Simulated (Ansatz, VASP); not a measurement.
**Two plane-wave programs on Cd3TeSe2**

```
Cd Te Se
1.0
    -2.44994    2.44994    8.09582
     2.44994   -2.44994    8.09582
     2.44994    2.44994   -8.09582
Cd Te Se
3 1 2
Direct
  0.67714 0.67714 0.00000
  0.32286 0.32286 0.00000
  0.00000 0.00000 0.00000
  0.50000 0.50000 0.00000
  0.75000 0.25000 0.50000
  0.25000 0.75000 0.50000
```

Alike in both runs: functional PBE; k mesh 6 × 6 × 6; occupations gaussian, width 0.1 eV; no spin polarisation.

Ansatz relaxed the structure, and its values are those at the end. VASP's run is a single point on that final structure, the one shown.

```csv
,VASP,Ansatz
version,VASP 6.6.1,Ansatz 0.2.0
potentials or method,"VASP PAW PBE potentials, release 64 (Cd, Te, Se), cutoff 520 eV","scalar-relativistic, plane waves, PAW"
valence electrons in the cell,54,108
```

|  | VASP | Ansatz | Ansatz less VASP |
| --- | --- | --- | --- |
| gap on the k mesh at the Fermi level (eV) | none | none | - |
| pressure (GPa) | 0.3 | 0.1 | -0.19 |
| rms of the force components (eV/Å) | 0.012 | 0.003 | -0.0094 |

A gap of «none» marks a metal or a gap that the smearing closes. With one functional, cell and mesh, what is left measures potentials, basis and numerics. VASP's potentials hold 54 valence electrons a cell and Ansatz's 108, so a difference there can come from the potentials and not from the codes.

Spin-orbit coupling is off throughout.
